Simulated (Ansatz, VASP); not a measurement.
# One calculation of YHg, two programs

```
Y Hg
1.0
     3.68200    0.00000    0.00000
     0.00000    3.68200    0.00000
     0.00000    0.00000    3.75564
Y Hg
1 1
Direct
  0.50000 0.50000 0.50000
  0.00000 0.00000 0.00000
```

Change from the starting cell: zz strain of +2 %.

Alike in both runs: task single point; functional LDA; k mesh 11 × 11 × 11; occupations fermi-dirac, width 0.08 eV; no spin polarisation.

|  | VASP | Ansatz |
| --- | --- | --- |
| version | VASP 6.6.1 | Ansatz 0.2.0 |
| potentials or method | VASP PAW LDA potentials, release 64 (Y_sv, Hg), cutoff 520 eV | all-electron LAPW, scalar-relativistic |

```tsv
	VASP	Ansatz	Ansatz less VASP
pressure (GPa)	-4.5	-4.7	-0.17
traceless stress, the component that is largest in VASP (GPa)	-0.41	-0.40	+0.006
```

LDA's correlation is that of Perdew and Zunger in VASP and of Perdew and Wang (1992) in Ansatz. Ansatz ran all-electron here, and VASP with PAW potentials.

Neither program's run includes spin-orbit coupling.
